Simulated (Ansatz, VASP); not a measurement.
**Se: VASP beside Ansatz**

```xyz
2
Lattice="4.4405 0.0000 0.0000 -2.2202 3.8456 0.0000 0.0000 0.0000 4.8574" Properties=species:S:1:pos:R:3 pbc="T T T"
Se    0.0000    2.5637    0.0000
Se    2.2202    1.2819    0.0000
```

Alike in both runs: task relaxation of cell and atoms; functional PBE; k mesh 12 × 12 × 12; occupations gaussian, width 0.1 eV; no spin polarisation.

|  | VASP | Ansatz |
| --- | --- | --- |
| version | VASP 6.6.1 | Ansatz 0.2.0 |
| potentials or method | VASP PAW PBE potentials, release 64 (Se), cutoff 600 eV | scalar-relativistic, plane waves, PAW |
| valence electrons in the cell | 12 | 32 |

```csv
,VASP,Ansatz,Ansatz less VASP
"gap on the k mesh at the Fermi level, each at its own relaxed structure (eV)",none,none,-
relaxed volume (Å³/atom),38.05,35.65,-2.397
relaxed cell length with the largest relative difference (Å),4.381,4.102,-0.2788
```

A gap of «none» marks a metal or a gap that the smearing closes. One of these differences is far larger than is usual between the two programs; its cause wasn't traced. VASP's potentials hold 12 valence electrons a cell and Ansatz's 32, so a difference there can come from the potentials and not from the codes.
